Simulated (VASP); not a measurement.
# MgCdO (P-6m2) in VASP: notebook

Runs on MgCdO. Level: PBE. Tasks: single point.

Program: VASP 6.6.1. These are calculated values, not measurements. Logs are shortened: lines on timing, memory, paths and dates and some standing lists are left out, and cuts for length are marked.

## Step 1: The cell of the first run

Symmetry: P-6m2, No. 187, hexagonal system. Conventional cell: a = 3.779 Å, b = 3.779 Å, c = 3.700 Å, α = 90.00°, β = 90.00°, γ = 120.00°. Within 3.8 Å of Mg (site symmetry -6m2) lie 6 Cd at 2.86 Å and 6 O at 2.86 Å and 8 Mg at 3.70 to 3.78 Å. Within 2.9 Å of Cd (site symmetry -6m2) lie 3 O at 2.18 Å and 6 Mg at 2.86 Å. Within 2.9 Å of O (site symmetry -6m2) lie 3 Cd at 2.18 Å and 6 Mg at 2.86 Å.

## Step 2: Single point, PBE

Input file INCAR:

```
PREC     = Accurate       # precision mode
ENCUT    = 520            # plane-wave cutoff, eV
EDIFF    = 1E-6           # SCF threshold, eV
ISMEAR   = 0              # smearing method
SIGMA    = 0.1            # smearing width, eV
LREAL    = F              # projectors in reciprocal space
LASPH    = T              # aspherical terms in the spheres
NELM     = 100            # most SCF steps
ALGO     = Normal         # electronic algorithm
ISIF     = 2              # what is computed and relaxed
LWAVE    = F              # write WAVECAR
LCHARG   = F              # write CHGCAR
GGA      = PE             # functional
NBANDS   = 17             # bands
```

Input file KPOINTS:

```
regular mesh
0
Gamma
  6 6 6
```

Input file POSCAR:

```
MgCdO
1.0
    3.7791498900      0.0000000000      0.0000000000
   -1.8895749400      3.2728398100      0.0000000000
    0.0000000000      0.0000000000      3.7004855400
Mg Cd O
1 1 1
Direct
    0.0000000000      0.0000000000      0.5000000000
    0.3333333300      0.6666666700      0.0000000000
    0.6666666700      0.3333333300      0.0000000000
```

Potentials or basis: VASP PAW PBE potentials, release 64 (Mg, Cd, O).

On the command line:

```bash
$ cat potpaw_PBE.64/Mg/POTCAR potpaw_PBE.64/Cd/POTCAR potpaw_PBE.64/O/POTCAR > POTCAR
$ mpirun -np 1 vasp_std > vasp.out
```

OUTCAR:

```text
PREC = Accurate
   ENCUT = 520
   EDIFF = 1E-6
   ISMEAR = 0
   LREAL = F
   LASPH = T
   NELM = 100
   ISIF = 2
   GGA = PE

 ion  position               nearest neighbor table
   1  0.000  0.000  0.500-   2 2.86   2 2.86   2 2.86   2 2.86   2 2.86   2 2.86
   2  0.333  0.667  0.000-   3 2.18   3 2.18   3 2.18   1 2.86   1 2.86   1 2.86   1 2.86   1 2.86
                             1 2.86
   3  0.667  0.333  0.000-   2 2.18   2 2.18   2 2.18

  LATTYP: Found a hexagonal cell.
 ALAT       =     3.7791498900
 C/A-ratio  =     0.9791846441

  Lattice vectors:

 A1 = (   3.7791498900,   0.0000000000,   0.0000000000)
 A2 = (  -1.8895749400,   3.2728398100,   0.0000000000)
 A3 = (   0.0000000000,   0.0000000000,   3.7004855400)

Analysis of symmetry for initial positions (statically):
=====================================================================
 Subroutine PRICEL returns:
 Original cell was already a primitive cell.

 Routine SETGRP: Setting up the symmetry group for a
 hexagonal supercell.

 Subroutine GETGRP returns: Found 12 space group operations
 (whereof 12 operations were pure point group operations)
 out of a pool of 24 trial point group operations.

The static configuration has the point symmetry D_3h.

Analysis of symmetry for dynamics (positions and initial velocities):
=====================================================================
 Subroutine PRICEL returns:
 Original cell was already a primitive cell.

 Routine SETGRP: Setting up the symmetry group for a
 hexagonal supercell.

 Subroutine GETGRP returns: Found 12 space group operations
 (whereof 12 operations were pure point group operations)
 out of a pool of 24 trial point group operations.

The dynamic configuration has the point symmetry D_3h.

 Subroutine INISYM returns: Found 12 space group operations
 (whereof 12 operations are pure point group operations),
 and found     1 'primitive' translations

----------------------------------------------------------------------------------------

                                     Primitive cell

  volume of cell :      45.7696

  direct lattice vectors                    reciprocal lattice vectors
     3.779149890  0.000000000  0.000000000     0.264609774  0.152772524  0.000000000
    -1.889574940  3.272839810  0.000000000     0.000000000  0.305545049  0.000000000
[... 80 lines left out ...]
   ICHARG =      2    charge: 1-file 2-atom 10-const
   ISPIN  =      1    spin polarized calculation?
   LNONCOLLINEAR =      F non collinear calculations
   LSORBIT =      F    spin-orbit coupling
   LASPH  =      T    aspherical Exc in radial PAW
   ENCUT  =  520.0 eV  38.22 Ry    6.18 a.u.   7.03  7.03  6.88*2*pi/ulx,y,z
   NELM   =    100;   NELMIN=  2; NELMDL= -5     # of ELM steps
   EDIFF  = 0.1E-05   stopping-criterion for ELM
   LREAL  =      F    real-space projection
   EDIFFG = 0.1E-04   stopping-criterion for IOM
   NSW    =      0    number of steps for IOM
   IBRION =     -1    ionic relax: 0-MD 1-quasi-New 2-CG
   NFREE  =      0    steps in history (QN), initial steepest desc. (CG)
   ISIF   =      2    stress and relaxation
   ISYM   =      2    0-nonsym 1-usesym 2-fastsym
   POTIM  = 0.5000    time-step for ionic-motion
   TEBEG  =    0.0;   TEEND  =   0.0 temperature during run
   PSTRESS=    0.0 pullay stress
   NELECT =      20.0000    total number of electrons
   NUPDOWN=      -1.0000    fix difference up-down
   EMIN   =  10.00;   EMAX   =-10.00  energy-range for DOS
   EFERMI =   0.00;   METHOD = LEGACY
   ISMEAR =     0;   SIGMA  =   0.10  broadening in eV -4-tet -1-fermi 0-gaus
   EFERMI_NEDOS =   21; number of points for ismear=-14 and -15
   IALGO  =     38    algorithm
   IMIX   =      4    mixing-type and parameters
     AMIX     =   0.40;   BMIX     =  1.00
     AMIX_MAG =   1.60;   BMIX_MAG =  1.00
  volume/ion in A,a.u.               =      15.26       102.96
  Fermi-wavevector in a.u.,A,eV,Ry     =   1.242298  2.347602 20.997916  1.543303
  Thomas-Fermi vector in A             =   2.376658
   LORBIT       =      0    0 simple, 1 ext, 2 COOP (PROOUT), +10 PAW based schemes
   GGA     = PE    functional components
   LHFCALC =     F    Hartree Fock is set to
   AEXX    =    0.0000 exact exchange contribution
   IVDW    =     0    specifies the selected vdW correction
   LEPSILON=     F    determine dielectric tensor
   LRPA    =     F    only Hartree local field effects (RPA)
 non-spin polarized calculation
 Gauss-broadening in eV      SIGMA  =   0.10
  energy-cutoff  :      520.00
  volume of cell :       45.77
 maximum number of plane-waves:      1242
   NGX = 15   NGY = 15   NGZ = 13

 number of electron      19.9999996 magnetization

 Free energy of the ion-electron system (eV)
  ---------------------------------------------------
  ext. energy  EPLUGINS =         0.00000000
  ---------------------------------------------------
  free energy    TOTEN  =        -8.24166538 eV

  energy without entropy =       -8.24109887  energy(sigma->0) =       -8.24138212

 E-fermi :   3.6811     XC(G=0): -10.4920

 val. band max:        3.5368291386   @ k =   0.1667   0.0000   0.5000
 cond. band min:       3.7368954265   @ k =   0.0000   0.0000   0.5000
 fundamental gap:      0.2000662878
 Fermi energy:         3.6810723453

 k-point     1 :       0.0000    0.0000    0.0000
  band No.  band energies     occupation
      1     -15.0006      2.00000
      2      -5.8648      2.00000
      3      -5.8648      2.00000
      4      -5.2795      2.00000
      5      -5.0170      2.00000
      6      -5.0170      2.00000
[... 457 lines left out ...]
      4      -5.3740      2.00000
      5      -5.1791      2.00000
      6      -4.7104      2.00000
[... 9 lines left out ...]
     16      12.5546      0.00000
     17      17.0320      0.00000

 [... further k-points ...]
[... 5 lines left out ...]
  --------------------------------------------------------------------------------------
  -------------------------------------------------------------------------------------
  Total        3.9288015      3.9288015      1.9085226      0.0000000      0.0000000     -0.0000000
  in kB      137.5286232    137.5286232     66.8082828      0.0000002      0.0000000     -0.0000000
  external PRESSURE =     113.9551764 kB  Pullay stress =       0.0000000 kB

 VOLUME and BASIS-vectors are now :
 -----------------------------------------------------------------------------
  energy-cutoff  :      520.00
  volume of cell :       45.77
      direct lattice vectors                 reciprocal lattice vectors
     3.779149890  0.000000000  0.000000000     0.264609774  0.152772524  0.000000000
    -1.889574940  3.272839810  0.000000000     0.000000000  0.305545049  0.000000000
     0.000000000  0.000000000  3.700485540     0.000000000  0.000000000  0.270234808

 POSITION                                       TOTAL-FORCE (eV/Angst)
 -----------------------------------------------------------------------------------
      0.00000      0.00000      1.85024         0.000000     -0.000000      0.000000
     -0.00000      2.18189      0.00000         0.000000      0.000000      0.000000
      1.88957      1.09095      0.00000        -0.000000     -0.000000      0.000000
 -----------------------------------------------------------------------------------
    total drift:                               -0.000017      0.000010     -0.000000

  FREE ENERGIE OF THE ION-ELECTRON SYSTEM (eV)
  ---------------------------------------------------
  free  energy   TOTEN  =        -8.2416653777 eV

  energy  without entropy=       -8.2410988672  energy(sigma->0) =       -8.24138212
```

OSZICAR:

```text
N       E                     dE             d eps       ncg     rms          rms(c)
DAV:   1     0.125728880553E+03    0.12573E+03   -0.10384E+04   952   0.111E+03
DAV:   2    -0.473351695613E+01   -0.13046E+03   -0.12402E+03  1085   0.274E+02
DAV:   3    -0.104466847814E+02   -0.57132E+01   -0.56874E+01  1104   0.614E+01
DAV:   4    -0.104700411849E+02   -0.23356E-01   -0.23354E-01  1073   0.396E+00
DAV:   5    -0.104701345138E+02   -0.93329E-04   -0.93328E-04  1102   0.250E-01    0.109E+01
DAV:   6    -0.848186929035E+01    0.19883E+01   -0.10692E+01  1280   0.432E+01    0.903E+00
DAV:   7    -0.828181373235E+01    0.20006E+00   -0.17728E+00   969   0.103E+01    0.491E+00
DAV:   8    -0.824870452663E+01    0.33109E-01   -0.32584E-01   988   0.420E+00    0.737E-01
DAV:   9    -0.824188325564E+01    0.68213E-02   -0.27161E-02   994   0.109E+00    0.199E-01
DAV:  10    -0.824171303751E+01    0.17022E-03   -0.25071E-03   973   0.451E-01    0.894E-02
DAV:  11    -0.824168167562E+01    0.31362E-04   -0.57429E-04  1008   0.178E-01    0.482E-02
DAV:  12    -0.824166570769E+01    0.15968E-04   -0.71980E-05   975   0.725E-02    0.747E-03
DAV:  13    -0.824166537773E+01    0.32997E-06   -0.50078E-06  1025   0.174E-02
   1 F= -.82416654E+01 E0= -.82413821E+01  d E =-.566511E-03
```

Run time: 9.1 s. Hardware: 1 thread of Intel Xeon 6975P-C (Granite Rapids), shared host; peak memory 0.17 GiB.

What came out:

```
Free energy            : -8.2417 eV
Pressure               : 11.4 GPa
Band gap on the k mesh : zero (band 10 reaches 4.75 eV, above the bottom of band 11 at 3.54 eV)
```

Levels at points of the mesh, in eV from the Fermi level:
```tsv
k point	band 6	band 7	band 8	band 9	band 10	band 11	band 12	band 13	band 14	band 15
(0.00, 0.00, 0.00)	-8.70	-4.97	-3.54	-2.57	-2.57	5.16	5.30	5.30	5.46	8.74
(0.50, 0.00, 0.00)	-8.71	-6.80	-4.16	-2.74	-1.00	1.07	5.39	5.55	5.63	9.36
(0.00, 0.00, 0.50)	-8.37	-6.12	-2.46	-2.46	-2.12	0.06	7.68	7.68	8.35	8.35
(0.50, 0.00, 0.50)	-8.56	-5.66	-3.94	-3.87	-1.14	1.92	2.84	3.47	6.36	8.41
```

## Step 3: Single point, PBE

This run uses another cell than the first one, of 17.22 Å³/atom, 1.128 times its volume.

Input file INCAR:

```
SYSTEM = MgCdO
PREC = Accurate ; ENCUT = 520
EDIFF = 1E-6 ; ISMEAR = 0
SIGMA = 0.1 ; LREAL = .FALSE.
LASPH = .TRUE. ; NELM = 100
ALGO = Normal ; ISIF = 2
LWAVE = .FALSE. ; LCHARG = .TRUE.
GGA = PE ; LELF = .TRUE.
LVHAR = .TRUE. ; NBANDS = 17
```

Input file KPOINTS:

```
regular mesh
0
G
  6 6 6
  0 0 0
```

Input file POSCAR:

```
MgCdO
1.0
    3.9124195102     -0.0000000030      0.0000000000
   -1.9562097525      3.3882546876      0.0000000000
    0.0000000000      0.0000000000      3.8960932519
Mg Cd O
1 1 1
Direct
    0.0000000000      0.0000000000      0.5000000000
    0.3333333333      0.6666666667      0.0000000000
    0.6666666667      0.3333333333      0.0000000000
```

Potentials or basis: VASP PAW PBE potentials, release 64 (Mg, Cd, O).

On the command line:

```bash
$ cat potpaw_PBE.64/Mg/POTCAR potpaw_PBE.64/Cd/POTCAR potpaw_PBE.64/O/POTCAR > POTCAR
$ mpirun -np 1 vasp_std > vasp.out
```

Run time: 12 s. Hardware: 1 thread of Intel Xeon 6975P-C (Granite Rapids), shared host; peak memory 0.18 GiB.

The run converged. Its results:

* Free energy: -8.4312 eV
* Pressure: 0.6 GPa
* Band gap on the k mesh: zero (band 10 reaches 3.69 eV, above the bottom of band 11 at 2.62 eV)

Stress tensor (GPa, compression positive):
```
0.73 0.00 0.00
0.00 0.73 0.00
0.00 0.00 0.25
```

Levels at points of the mesh, in eV from the Fermi level:
| k point | band 8 | band 9 | band 10 | band 11 | band 12 | band 13 |
| --- | --- | --- | --- | --- | --- | --- |
| (0.00, 0.00, 0.00) | -3.12 | -2.41 | -2.41 | 4.80 | 4.84 | 5.09 |
| (0.50, 0.00, 0.00) | -3.69 | -2.43 | -1.01 | 0.85 | 5.08 | 5.18 |
| (0.00, 0.00, 0.50) | -2.32 | -2.32 | -2.17 | 0.00 | 7.31 | 7.31 |
| (0.50, 0.00, 0.50) | -3.51 | -3.40 | -1.02 | 1.68 | 2.40 | 3.09 |
